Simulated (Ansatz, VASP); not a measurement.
# BAs: VASP beside Ansatz

```
B As
1.0
     0.00000    2.40432    2.40432
     2.40432    0.00000    2.40432
     2.40432    2.40432    0.00000
B As
1 1
Direct
  0.00000 0.00000 0.00000
  0.25000 0.25000 0.25000
```

Alike in both runs: task single point; functional PBE; k mesh 7 × 7 × 7; no spin polarisation.

|  | VASP | Ansatz |
| --- | --- | --- |
| version | VASP 6.6.1 | Ansatz 0.2.0 |
| potentials or method | VASP PAW PBE potentials, release 64 (B, As), cutoff 520 eV | plane waves, PAW |
| occupations | gaussian, width 0.01 eV | fixed |
| valence electrons in the cell | 8 | 18 |

|  | VASP | Ansatz | Ansatz less VASP |
| --- | --- | --- | --- |
| pressure (GPa) | 0.7 | 0.1 | -0.60 |

VASP's potentials hold 8 valence electrons a cell and Ansatz's 18, so a difference there can come from the potentials and not from the codes. Ansatz's warnings: stress scf threshold loose.
